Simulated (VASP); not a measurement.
The system is KI.

```
K I
1.0
     0.00000    3.54457    3.54457
     3.54457    0.00000    3.54457
     3.54457    3.54457    0.00000
K I
1 1
Cartesian
  0.0000 0.0000 0.0000
  3.5446 3.5446 3.5446
```

Base run:

| Property | Result |
| --- | --- |
| Program | VASP 6.6.1 |
| Functional | r2SCAN |
| Potentials or basis | VASP PAW PBE potentials, release 64 (K_sv, I) |
| Cutoff | 520 eV |
| k mesh | 6 × 6 × 6 |
| Occupations | gaussian, width 0.01 eV |
| Spin | no spin polarisation |

Its results: band gap on the k mesh 4.58 eV, direct; pressure 0.0 GPa.

Question: The run is repeated on the same cell with these changes: functional from r2SCAN to PBE. What comes out?

Answer: Band gap on the k mesh 3.94 eV, direct; pressure 0.5 GPa.

r2SCAN gives the wider gap, since meta-GGAs in the generalised Kohn-Sham scheme recover part of the derivative discontinuity.

Caveats: spin-orbit coupling is left out, which moves the levels of the heavy elements; the PAW data sets were made with another functional, which shifts forces and pressure a little (some runs).

